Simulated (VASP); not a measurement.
# SiNi2 (P6_3/mmc) in VASP: further runs, part 2 of 2

VASP 6.6.1. Earlier steps stand in the parts before.

## 3. Single point, PBEsol (uniaxial strain along c: -6.0 %, then relaxed in part)

INCAR

```
SYSTEM = SiNi2
PREC = Accurate
ENCUT = 520
EDIFF = 1E-6
ISMEAR = 0
SIGMA = 0.1
LREAL = .False.
LASPH = .True.
NELM = 100
ALGO = Fast
ISIF = 2
LWAVE = .False.
LCHARG = .False.
GGA = PS
NBANDS = 33
```

KPOINTS

```
Automatic mesh
0
Gamma
  12 12 8
  0 0 0
```

POSCAR

```
SiNi2
1.0
    3.9176874494      0.0000000000      0.0000000000
   -1.9588437247      3.3928168552      0.0000000000
    0.0000000000      0.0000000000      4.6219661549
Si Ni
2 4
Direct
    0.3333333348      0.6666666652      0.7500000000
    0.6666666652      0.3333333348      0.2500000000
    0.0000000000      0.0000000000      0.0000000000
    0.0000000000      0.0000000000      0.5000000000
    0.3333333338      0.6666666662      0.2500000000
    0.6666666662      0.3333333338      0.7500000000
```

Potentials or basis: VASP PAW PBE potentials, release 64 (Si, Ni).

Run with:

```bash
$ cat potpaw_PBE.64/Si/POTCAR potpaw_PBE.64/Ni/POTCAR > POTCAR
$ mpirun -np 1 vasp_std > vasp.out
```

OUTCAR:

```text
SYSTEM = SiNi2
   PREC = Accurate
   ENCUT = 520
   EDIFF = 1E-6
   ISMEAR = 0
   LREAL = .False.
   LASPH = .True.
   NELM = 100
   ISIF = 2
   GGA = PS

 ion  position               nearest neighbor table
   1  0.333  0.667  0.750-   6 2.26   6 2.26   6 2.26   5 2.31   5 2.31   4 2.54   3 2.54   4 2.54
                             3 2.54   3 2.54   4 2.54
   2  0.667  0.333  0.250-   5 2.26   5 2.26   5 2.26   6 2.31   6 2.31   3 2.54   4 2.54   3 2.54
                             4 2.54   3 2.54   4 2.54
   3  0.000  0.000  0.000-   4 2.31   4 2.31   1 2.54   2 2.54   2 2.54   1 2.54   6 2.54   5 2.54
[... 1082 lines left out ...]
  -------------------------------------------------------------------------------------
  Total        0.1296789      0.1296789     10.2427259      0.0000000      0.0000000      0.0000000
  in kB        3.3819176      3.3819176    267.1216994      0.0000000      0.0000000      0.0000000
  external PRESSURE =      91.2951782 kB  Pullay stress =       0.0000000 kB

 VOLUME and BASIS-vectors are now :
 -----------------------------------------------------------------------------
  energy-cutoff  :      520.00
  volume of cell :       61.44
      direct lattice vectors                 reciprocal lattice vectors
     3.917687449  0.000000000  0.000000000     0.255252624  0.147370171  0.000000000
    -1.958843725  3.392816855  0.000000000     0.000000000  0.294740342  0.000000000
     0.000000000  0.000000000  4.621966155     0.000000000  0.000000000  0.216358140

 POSITION                                       TOTAL-FORCE (eV/Angst)
 -----------------------------------------------------------------------------------
      0.00000      2.26188      3.46647        -0.000000     -0.000000      0.000000
      1.95884      1.13094      1.15549         0.000000      0.000000      0.000000
      0.00000      0.00000      0.00000        -0.000000      0.000000      0.000000
      0.00000      0.00000      2.31098        -0.000000      0.000000      0.000000
      0.00000      2.26188      1.15549        -0.000000      0.000000      0.000000
      1.95884      1.13094      3.46647         0.000000      0.000000      0.000000
 -----------------------------------------------------------------------------------
    total drift:                                0.000000     -0.000000      0.000000

  FREE ENERGIE OF THE ION-ELECTRON SYSTEM (eV)
  ---------------------------------------------------
  free  energy   TOTEN  =       -39.2723747680 eV

  energy  without entropy=      -39.2570440545  energy(sigma->0) =      -39.26470941
```

stdout:

```text
POSCAR found type information on POSCAR SiNi
 POSCAR found :  2 types and       6 ions
 scaLAPACK will be used
 -----------------------------------------------------------------------------
|                                                                             |
|                                                                             |
|     You enforced a specific xc type in the INCAR file but a different       |
|     I HOPE YOU KNOW WHAT YOU ARE DOING!                                     |
|                                                                             |
 -----------------------------------------------------------------------------

 LDA part: xc-table for (Slater+PW92), standard interpolation
 POSCAR, INCAR and KPOINTS ok, starting setup
 FFT: planning ... GRIDC
 FFT: planning ... GRID_SOFT
 FFT: planning ... GRID
 WAVECAR not read
 entering main loop
```

Run time: 6.9 min. Hardware: 1 thread of Intel Xeon 8259CL, shared host; peak memory 0.29 GiB.

What came out:

| Quantity | Value |
| --- | --- |
| Free energy | -39.2724 eV |
| Pressure | 9.1 GPa |
| Band gap on the k mesh | zero (bands 24 and 25 overlap by 2.93 eV) |

Stress tensor (GPa, compression positive):
```
 0.34  0.00  0.00
 0.00  0.34  0.00
 0.00  0.00 26.71
```

Levels at points of the mesh, in eV from the Fermi level:
```
           k point  band 22  band 23  band 24  band 25  band 26  band 27
(0.00, 0.00, 0.00)    -0.71     0.42     2.34     2.34     2.40     2.58
(0.50, 0.00, 0.00)    -1.14    -1.12    -0.72    -0.48     1.53     1.85
(0.00, 0.00, 0.50)    -1.36     2.13     2.13     3.15     3.15     3.15
(0.50, 0.00, 0.50)    -1.38    -0.91    -0.91     0.97     0.97     2.71
```

Caveat: the cell differs from its parent crystal (uniaxial strain along c: -6.0 %, then relaxed in part); the cell stands under pressure; the PAW data sets were made with another functional, which shifts forces and pressure a little. Spin polarisation is off, so any magnetic state and its effect on volume and gap are missing.

## 4. Single point, PBEsol (uniaxial strain along c: -6.0 %)

INCAR

```
SYSTEM = SiNi2
PREC     = Accurate       ! precision mode
ENCUT    = 520            ! plane-wave cutoff, eV
EDIFF    = 1E-7           ! SCF threshold, eV
ISMEAR   = 0              ! smearing method
SIGMA    = 0.1            ! smearing width, eV
LREAL    = .False.        ! projectors in reciprocal space
LASPH    = .True.         ! aspherical terms in the spheres
NELM     = 60             ! most SCF steps
ALGO     = Fast           ! electronic algorithm
ISIF     = 2              ! what is computed and relaxed
LWAVE    = .False.        ! write WAVECAR
LCHARG   = .False.        ! write CHGCAR
GGA      = PS             ! functional
NBANDS   = 33             ! bands
```

KPOINTS

```
regular mesh
0
Gamma
  12 12 8
  0 0 0
```

POSCAR

```
SiNi2
1.0
    3.9264906123      0.0000000000      0.0000000000
   -1.9632453062      3.4004406180      0.0000000000
    0.0000000000      0.0000000000      4.6219661549
Si Ni
2 4
Direct
    0.3333333338      0.6666666662      0.7500000000
    0.6666666662      0.3333333338      0.2500000000
    0.0000000000      0.0000000000      0.0000000000
    0.0000000000      0.0000000000      0.5000000000
    0.3333333329      0.6666666671      0.2500000000
    0.6666666671      0.3333333329      0.7500000000
```

Run with:

```bash
$ cat potpaw_PBE.64/Si/POTCAR potpaw_PBE.64/Ni/POTCAR > POTCAR
$ mpirun -np 1 vasp_std > vasp.out
```

It took 6.9 min on 1 thread of Intel Xeon 8259CL, shared host; peak memory 0.28 GiB.

It converged, with:

| Quantity | Value |
| --- | --- |
| Free energy | -39.2717 eV |
| Pressure | 7.9 GPa |
| Band gap on the k mesh | zero (bands 24 and 25 overlap by 2.88 eV) |

Stress tensor (GPa, compression positive):
```
-1.11  0.00  0.00
 0.00 -1.11  0.00
 0.00  0.00 25.96
```

Levels at points of the mesh, in eV from the Fermi level:
| k point | band 22 | band 23 | band 24 | band 25 | band 26 | band 27 |
| --- | --- | --- | --- | --- | --- | --- |
| (0.00, 0.00, 0.00) | -0.70 | 0.43 | 2.33 | 2.33 | 2.37 | 2.56 |
| (0.50, 0.00, 0.00) | -1.13 | -1.11 | -0.71 | -0.47 | 1.51 | 1.84 |
| (0.00, 0.00, 0.50) | -1.35 | 2.10 | 2.10 | 3.13 | 3.13 | 3.13 |
| (0.50, 0.00, 0.50) | -1.37 | -0.91 | -0.91 | 0.97 | 0.97 | 2.69 |

Caveat: the cell differs from its parent crystal (uniaxial strain along c: -6.0 %); the cell stands under pressure; the PAW data sets were made with another functional, which shifts forces and pressure a little. Spin polarisation is off, so any magnetic state and its effect on volume and gap are missing.

## 5. Single point, PBEsol (10.30 Å³/atom)

This run uses another cell than the first one, of 10.30 Å³/atom.

INCAR

```
SYSTEM = SiNi2
  PREC = Accurate
  ENCUT = 520
  EDIFF = 1E-7
  ISMEAR = 0
  SIGMA = 0.1
  LREAL = .False.
  LASPH = .True.
  NELM = 60
  ALGO = Fast
  ISIF = 2
  LWAVE = .False.
  LCHARG = .True.
  GGA = PS
  LELF = .True.
  LVHAR = .True.
  NBANDS = 33
```

KPOINTS is that of step 4.

POSCAR

```
SiNi2
1.0
    3.8340825591      0.0000000000      0.0000000000
   -1.9170412795      3.3204128964      0.0000000000
    0.0000000000      0.0000000000      4.8553970946
Si Ni
2 4
Direct
    0.3333333333      0.6666666667      0.7500000000
    0.6666666667      0.3333333333      0.2500000000
    0.0000000000      0.0000000000      0.0000000000
    0.0000000000      0.0000000000      0.5000000000
    0.3333333333      0.6666666667      0.2500000000
    0.6666666667      0.3333333333      0.7500000000
```

Run with:

```bash
$ cat potpaw_PBE.64/Si/POTCAR potpaw_PBE.64/Ni/POTCAR > POTCAR
$ mpirun -np 1 vasp_std > vasp.out
```

It took 7.7 min on 1 thread of Intel Xeon 8259CL, shared host; peak memory 0.29 GiB.

The run converged. Its results:

| Quantity | Value |
| --- | --- |
| Free energy | -39.5153 eV |
| Pressure | 7.5 GPa |
| Band gap on the k mesh | zero (bands 24 and 25 overlap by 3.51 eV) |

Stress tensor (GPa, compression positive):
```
7.63 0.00 0.00
0.00 7.63 0.00
0.00 0.00 7.39
```

Levels at points of the mesh, in eV from the Fermi level:
```tsv
k point	band 20	band 21	band 22	band 23	band 24	band 25	band 26	band 27	band 28	band 29
(0.00, 0.00, 0.00)	-1.35	-0.68	-0.68	0.15	2.76	2.76	2.87	2.95	2.95	3.38
(0.50, 0.00, 0.00)	-1.60	-1.42	-1.30	-1.09	-0.74	-0.59	1.33	1.92	3.10	3.91
(0.00, 0.00, 0.50)	-1.34	-1.34	-1.34	2.37	2.37	3.40	3.40	3.40	3.40	4.33
(0.50, 0.00, 0.50)	-1.82	-1.35	-1.35	-0.97	-0.97	1.00	1.00	3.06	3.06	5.94
```

Caveat: the cell stands under pressure; the PAW data sets were made with another functional, which shifts forces and pressure a little. Spin polarisation is off, so any magnetic state and its effect on volume and gap are missing.

## 6. Overview

| cell | further INCAR settings | gap on the mesh (eV) | pressure (GPa) |
| --- | --- | --- | --- |
| a = 3.798, b = 3.798, c = 4.794 Å, angles 90.0, 90.0, 120.0°, 6 atoms | ALGO = Fast; EDIFF = 1e-06; NBANDS = 33 | none | 16.4 |
| a = 3.918, b = 3.918, c = 4.622 Å, angles 90.0, 90.0, 120.0°, 6 atoms | ALGO = Fast; EDIFF = 1e-06; NBANDS = 33 | none | 9.1 |
| a = 3.926, b = 3.926, c = 4.622 Å, angles 90.0, 90.0, 120.0°, 6 atoms | ALGO = Fast; EDIFF = 1e-07; NBANDS = 33 | none | 7.9 |
| a = 3.834, b = 3.834, c = 4.855 Å, angles 90.0, 90.0, 120.0°, 6 atoms | ALGO = Fast; EDIFF = 1e-07; NBANDS = 33 | none | 7.5 |

Alike in all rows: task single point; level PBEsol; potentials or basis VASP PAW PBE potentials, release 64 (Si, Ni); no spin polarisation; k mesh 12 × 12 × 8; cutoff (eV) 520; smearing gaussian 0.1 eV.

Caveats: the cell stands under pressure; the PAW data sets were made with another functional, which shifts forces and pressure a little.

Absolute energies hang on the potentials; compare differences alone.
